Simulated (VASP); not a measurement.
# SnTe (Pm-3m) in VASP: further runs, part 2 of 2

VASP 6.6.1.

## Step 3: Single point, PBEsol (volume scaled by 0.98)

Input file INCAR:

```
  PREC = Accurate
  ENCUT = 520
  EDIFF = 1E-6
  ISMEAR = -1
  SIGMA = 0.05
  LREAL = False
  LASPH = True
  NELM = 80
  ALGO = Normal
  ISIF = 2
  LWAVE = False
  LCHARG = False
  GGA = PS
  NBANDS = 17
```

Input file KPOINTS:

```
Automatic mesh
0
Gamma
  7 7 7
```

Input file POSCAR:

```
SnTe
1.0
    3.8784931701      0.0000000000      0.0000000000
    0.0000000000      3.8784931701      0.0000000000
    0.0000000000      0.0000000000      3.8784931701
Te Sn
1 1
Direct
    0.5000000000      0.5000000000      0.5000000000
    0.0000000000      0.0000000000      0.0000000000
```

Potentials or basis: VASP PAW PBE potentials, release 64 (Te, Sn_d).

The run is started by

```bash
$ cat potpaw_PBE.64/Te/POTCAR potpaw_PBE.64/Sn_d/POTCAR > POTCAR
$ mpirun -np 1 vasp_std > vasp.out
```

OUTCAR:

```text
PREC = Accurate
   ENCUT = 520
   EDIFF = 1E-6
   ISMEAR = -1
   LREAL = False
   LASPH = True
   NELM = 80
   ISIF = 2
   GGA = PS

 ion  position               nearest neighbor table
   1  0.500  0.500  0.500-   2 3.36   2 3.36   2 3.36   2 3.36   2 3.36   2 3.36   2 3.36   2 3.36

   2  0.000  0.000  0.000-   1 3.36   1 3.36   1 3.36   1 3.36   1 3.36   1 3.36   1 3.36   1 3.36

  LATTYP: Found a simple cubic cell.
 ALAT       =     3.8784931701

  Lattice vectors:

 A1 = (   3.8784931701,   0.0000000000,   0.0000000000)
 A2 = (   0.0000000000,   3.8784931701,   0.0000000000)
 A3 = (   0.0000000000,   0.0000000000,   3.8784931701)

Analysis of symmetry for initial positions (statically):
=====================================================================
 Subroutine PRICEL returns:
 Original cell was already a primitive cell.

 Routine SETGRP: Setting up the symmetry group for a
 simple cubic supercell.

 Subroutine GETGRP returns: Found 48 space group operations
 (whereof 48 operations were pure point group operations)
 out of a pool of 48 trial point group operations.

[... 154 lines left out ...]

  energy without entropy =       -7.90681156  energy(sigma->0) =       -7.91530419

 E-fermi :   7.0782     XC(G=0): -10.1080

 val. band max:        7.0569712193   @ k =   0.4286   0.4286   0.4286
 cond. band min:       7.0819862900   @ k =   0.4286   0.2857   0.0000
 fundamental gap:      0.0250150707
 Fermi energy:         7.0782203886

 k-point     1 :       0.0000    0.0000    0.0000
  band No.  band energies     occupation
      1     -14.3067      2.00000
      2     -14.3067      2.00000
      3     -14.2673      2.00000
      4     -14.2673      2.00000
      5     -14.2673      2.00000
      6      -5.3620      2.00000
[... 377 lines left out ...]
      4     -14.2529      2.00000
      5     -14.2529      2.00000
      6      -2.8837      2.00000
[... 9 lines left out ...]
     16      20.0501      0.00000
     17      21.9548      0.00000

------------------------ aborting loop because EDIFF is reached ----------------------------------------

  FORCE on cell =-STRESS in cart. coord.  units (eV):
  Direction    XX          YY          ZZ          XY          YZ          ZX
  --------------------------------------------------------------------------------------
  -------------------------------------------------------------------------------------
  Total       -1.1695772     -1.1695772     -1.1695772     -0.0000000     -0.0000000     -0.0000000
  in kB      -32.1181389    -32.1181389    -32.1181389     -0.0000000     -0.0000000     -0.0000000
  external PRESSURE =     -32.1181389 kB  Pullay stress =       0.0000000 kB

 VOLUME and BASIS-vectors are now :
 -----------------------------------------------------------------------------
  energy-cutoff  :      520.00
  volume of cell :       58.34
      direct lattice vectors                 reciprocal lattice vectors
     3.878493170  0.000000000  0.000000000     0.257832090  0.000000000  0.000000000
     0.000000000  3.878493170  0.000000000     0.000000000  0.257832090  0.000000000
     0.000000000  0.000000000  3.878493170     0.000000000  0.000000000  0.257832090

 POSITION                                       TOTAL-FORCE (eV/Angst)
 -----------------------------------------------------------------------------------
      1.93925      1.93925      1.93925         0.000000      0.000000      0.000000
      0.00000      0.00000      0.00000         0.000000      0.000000      0.000000
 -----------------------------------------------------------------------------------
    total drift:                               -0.000000     -0.000000     -0.000000

  FREE ENERGIE OF THE ION-ELECTRON SYSTEM (eV)
  ---------------------------------------------------
  free  energy   TOTEN  =        -7.9237968291 eV

  energy  without entropy=       -7.9068115603  energy(sigma->0) =       -7.91530419
```

OSZICAR:

```text
N       E                     dE             d eps       ncg     rms          rms(c)
DAV:   1     0.124184571065E+03    0.12418E+03   -0.95158E+03   697   0.140E+03
DAV:   2     0.325891699564E+01   -0.12093E+03   -0.11811E+03   729   0.344E+02
DAV:   3    -0.766381189460E+01   -0.10923E+02   -0.10803E+02   818   0.878E+01
DAV:   4    -0.798171269729E+01   -0.31790E+00   -0.31730E+00   841   0.152E+01
DAV:   5    -0.799318304108E+01   -0.11470E-01   -0.11469E-01   968   0.283E+00    0.478E+00
DAV:   6    -0.792709710170E+01    0.66086E-01   -0.16670E-01   902   0.325E+00    0.310E+00
DAV:   7    -0.792458770667E+01    0.25094E-02   -0.15923E-02   799   0.742E-01    0.124E+00
DAV:   8    -0.792381189775E+01    0.77581E-03   -0.19262E-03   899   0.236E-01    0.221E-01
DAV:   9    -0.792379525339E+01    0.16644E-04   -0.11640E-04   861   0.689E-02    0.984E-02
DAV:  10    -0.792379844370E+01   -0.31903E-05   -0.48300E-05   907   0.887E-02    0.169E-02
DAV:  11    -0.792379688759E+01    0.15561E-05   -0.36436E-06   813   0.265E-02    0.431E-03
DAV:  12    -0.792379682910E+01    0.58494E-07   -0.21877E-07   394   0.346E-03
   1 F= -.79237968E+01 E0= -.79153042E+01  d E =-.169853E-01
```

stdout:

```text
POSCAR found type information on POSCAR TeSn
 POSCAR found :  2 types and       2 ions
 scaLAPACK will be used
 -----------------------------------------------------------------------------
|                                                                             |
|                                                                             |
|     You enforced a specific xc type in the INCAR file but a different       |
|     I HOPE YOU KNOW WHAT YOU ARE DOING!                                     |
|                                                                             |
 -----------------------------------------------------------------------------

 LDA part: xc-table for (Slater+PW92), standard interpolation
 POSCAR, INCAR and KPOINTS ok, starting setup
 FFT: planning ... GRIDC
 FFT: planning ... GRID_SOFT
 FFT: planning ... GRID
 WAVECAR not read
 entering main loop
```

Wall time 35 s (1 thread of AMD EPYC 7R13, shared host); peak memory 0.15 GiB.

What came out:

```yaml
Free_energy: -7.9238 eV
Pressure: -3.2 GPa
Band_gap_on_the_k_mesh: zero (band 10 reaches 7.34 eV, above the bottom of band 11 at 6.20 eV)
```

Levels at points of the mesh, in eV from the Fermi level:
```tsv
k point	band 7	band 8	band 9	band 10	band 11	band 12	band 13	band 14
(0.00, 0.00, 0.00)	-5.22	-1.74	-1.74	-1.74	3.56	3.56	5.53	5.53
```

Caveat: the PAW data sets were made with another functional, which shifts forces and pressure a little; spin-orbit coupling is left out, which moves the levels of the heavy elements.
